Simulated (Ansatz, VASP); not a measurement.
# One calculation of K2ZrO2, two programs

```
K Zr O
1.0
     6.11310    0.00000    0.00000
     0.00000    6.11310    0.00000
     0.00000    0.00000    5.33465
K Zr O
4 2 4
Direct
  0.83346 0.33346 0.50000
  0.66654 0.83346 0.50000
  0.33346 0.16654 0.50000
  0.16654 0.66654 0.50000
  0.50000 0.50000 0.00000
  0.00000 0.00000 0.00000
  0.73655 0.23655 0.00000
  0.76345 0.73655 0.00000
  0.26345 0.76345 0.00000
  0.23655 0.26345 0.00000
```

Change from the starting cell: species swapped into the La2MgCu2 type (P4/mbm, No. 127).

Alike in both runs: functional PBE; k mesh 2 × 2 × 4; occupations gaussian, width 0.1 eV; no spin polarisation.

Ansatz relaxed the structure, and its values are those at the end. VASP's run is a single point on that final structure, the one shown.

```csv
,VASP,Ansatz
version,VASP 6.6.1,Ansatz 0.2.0
potentials or method,"VASP PAW PBE potentials, release 64 (K_sv, Zr_sv, O), cutoff 520 eV","scalar-relativistic, plane waves, PAW"
valence electrons in the cell,84,84
```

Ansatz gave:

```
gap on the k mesh at the Fermi level (eV) : 0.31
least direct gap on the mesh (eV)         : 0.47
pressure (GPa)                            : 0.0
rms of the force components (eV/Å)        : 0.004
```

Estimate VASP's values.

gap on the k mesh at the Fermi level (eV): 0.31; least direct gap on the mesh (eV): 0.47; pressure (GPa): 0.2; rms of the force components (eV/Å): 0.002.

The functional is the same, so the differences come from potentials, cutoffs and numerics.

The k mesh is coarse, so the values compare programs but aren't converged.
